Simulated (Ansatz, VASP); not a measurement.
## BN in VASP and in Ansatz

INCAR

```
SYSTEM = BN
PREC = Accurate
ENCUT = 520
EDIFF = 1E-6
ISMEAR = 0
SIGMA = 0.05
LREAL = .FALSE.
LASPH = .TRUE.
NELM = 80
ALGO = Normal
ISIF = 2
LWAVE = .FALSE.
LCHARG = .FALSE.
NBANDS = 16
```

KPOINTS

```
Automatic mesh
0
G
  12 12 4
  0 0 0
```

File POSCAR:

```
BN
1.0
    2.4483044685      0.0000000000      0.0000000000
   -1.2241522342      2.1202938659      0.0000000000
    0.0000000000      0.0000000000      6.8701871690
B N
2 2
Direct
    0.3333333333      0.6666666667      0.2500000000
    0.6666666667      0.3333333333      0.7500000000
    0.3333333333      0.6666666667      0.7500000000
    0.6666666667      0.3333333333      0.2500000000
```

Input for Ansatz:

```yaml
crystal:
  lattice:
    - [2.4483044685, 0.0, 0.0]
    - [-1.2241522342, 2.1202938659, 0.0]
    - [0.0, 0.0, 6.870187169]
  atoms:
    - { symbol: B, position: [0.3333333333, 0.6666666667, 0.25] }
    - { symbol: B, position: [0.6666666667, 0.3333333333, 0.75] }
    - { symbol: "N", position: [0.3333333333, 0.6666666667, 0.75] }
    - { symbol: "N", position: [0.6666666667, 0.3333333333, 0.25] }
basis:
  ecutwfc: 520.0
kpoints:
  mp_grid: { grid: [12, 12, 4] }
hamiltonian:
  xc: lda
  pseudopotentials: { kind: paw, azcp: { folder: soft_1 } }
scf:
  occupations: { method: gaussian, width: 0.05 }
output:
  forces: true
  stress: true
  eigenvalues: true
```

Alike in both runs: task single point; functional LDA; k mesh 12 × 12 × 4; occupations gaussian, width 0.05 eV; no spin polarisation.

|  | VASP | Ansatz |
| --- | --- | --- |
| version | VASP 6.6.1 | Ansatz 0.2.0 |
| potentials or method | VASP PAW LDA potentials, release 64 (B, N), cutoff 520 eV | scalar-relativistic, plane waves, PAW |
| valence electrons in the cell | 16 | 16 |

|  | VASP | Ansatz | Ansatz less VASP |
| --- | --- | --- | --- |
| gap on the k mesh at the Fermi level (eV) | 4.23 | 4.24 | +0.013 |
| least direct gap on the mesh (eV) | 4.67 | 4.68 | +0.006 |
| pressure (GPa) | 12.7 | 12.1 | -0.60 |
| traceless stress, the component that is largest in VASP (GPa) | -13.98 | -13.18 | +0.805 |

Ansatz warns that its potentials were made for another functional, while VASP's fit it. LDA's correlation is that of Perdew and Zunger in VASP and of Perdew and Wang (1992) in Ansatz.
